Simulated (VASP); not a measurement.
# NiO: single point with r2SCAN

NiO:

```
Ni O
1.0
     0.00000    1.66062    4.66161
    -1.43814   -0.83031    4.66161
     1.43814   -0.83031    4.66161
Ni O
2 2
Cartesian
  1.4381 0.8303 2.3308
  1.4381 0.8303 9.3232
  0.0000 0.0000 3.4962
  0.0000 0.0000 10.4886
```

```yaml
Program: VASP 6.6.1
Task: single point
Functional: r2SCAN
Potentials_or_basis: VASP PAW PBE potentials, release 64 (Ni, O)
Cutoff: 660 eV
k_mesh: 9 × 9 × 9
Occupations: gaussian, width 0.1 eV
Spin: collinear spin, antiferromagnetic start
Starting_moments: "[2.0, -2.0, 0.0, 0.0] μB"
```

```
Pressure                                              : 19.5 GPa
Band gap on the k mesh                                : 2.36 eV
Net moment                                            : 0.00 μB per cell
Site moments                                          : Ni +1.52, -1.52; O +0.00 μB
Valence electrons inside the program's atomic spheres : Ni 9.13; O 5.09
```

Stress tensor (GPa, compression positive):
```
19.40  0.00  0.00
 0.00 19.40  0.00
 0.00  0.00 19.66
```

Levels at points of the mesh, in eV from the valence-band top:
Spin up:
```tsv
k point	band 14	band 15	band 16	band 17	band 18	band 19
(0.00, 0.00, 0.00)	-0.63	-0.63	-0.41	3.36	3.36	3.71
```
Spin down:
```
           k point  band 12  band 13  band 14  band 15  band 16  band 17  band 18  band 19  band 20  band 21
(0.00, 0.00, 0.00)    -1.68    -1.68    -0.63    -0.63    -0.41     3.36     3.36     3.71     7.36    13.02
```

Run time: 54 min on 1 thread of Intel Xeon 8259CL (shared host), peak memory 0.47 GiB.

Caveat: the cell stands under pressure; the PAW data sets were made with another functional, which shifts forces and pressure a little; an odd mesh through Γ misses points on the zone boundary, where band edges can lie.
